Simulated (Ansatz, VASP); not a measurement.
**Two plane-wave programs on CdS**

File POSCAR:

```
CdS
1.0
    0.0000000000      2.8792130994      2.8792130994
    2.8792130994      0.0000000000      2.8792130994
    2.8792130994      2.8792130994      0.0000000000
Cd S
1 1
Direct
    0.0000000000      0.0000000000      0.0000000000
    0.2500000000      0.2500000000      0.2500000000
```

File INCAR.step1:

```
  PREC = Accurate
  ENCUT = 600
  ISMEAR = 0
  SIGMA = 0.01
  LREAL = F
  LASPH = T
  NELM = 120
  NBANDS = 20
  GGA = PE
  ALGO = Normal
  EDIFF = 1E-5
  LWAVE = T
  LCHARG = F
  GGA_COMPAT = F
```

File INCAR.step2:

```
  PREC = Accurate
  ENCUT = 600
  EDIFF = 1E-6
  ISMEAR = 0
  SIGMA = 0.01
  LREAL = F
  LASPH = T
  NELM = 120
  ALGO = Normal
  ISIF = 2
  LWAVE = F
  LCHARG = F
  METAGGA = R2SCAN
  LMIXTAU = T
  NBANDS = 20
  ISTART = 1
  GGA_COMPAT = F
```

KPOINTS

```
regular mesh
0
Gamma
  6 6 6
```

Input for Ansatz:

```yaml
crystal:
  lattice:
    - [0.0, 2.8792130994, 2.8792130994]
    - [2.8792130994, 0.0, 2.8792130994]
    - [2.8792130994, 2.8792130994, 0.0]
  atoms:
    - { symbol: Cd, position: [0.0, 0.0, 0.0] }
    - { symbol: S, position: [0.25, 0.25, 0.25] }
kpoints:
  mp_grid: { grid: [6, 6, 6] }
hamiltonian:
  xc: r2scan
scf:
  occupations: { method: fixed }
  n_extra_bands: 4
output:
  forces: true
  stress: true
  eigenvalues: true
```

Alike in both runs: task single point; functional r2SCAN; k mesh 6 × 6 × 6; no spin polarisation.

|  | VASP | Ansatz |
| --- | --- | --- |
| version | VASP 6.6.1 | Ansatz 0.2.0 |
| potentials or method | VASP PAW PBE potentials, release 64 (Cd_sv_GW, S) | plane waves, PAW |
| plane-wave cutoff (eV) | 600 | 500 |
| occupations | gaussian, width 0.01 eV | fixed |
| valence electrons in the cell | 26 | 26 |

Ansatz gave:

```
gap on the k mesh at the Fermi level (eV) : 1.68
pressure (GPa)                            : 4.3
```

Q: What did VASP give for the same quantities?

A: gap on the k mesh at the Fermi level (eV): 1.68; pressure (GPa): 3.9.

VASP's potentials were made for PBE, not for r2SCAN.
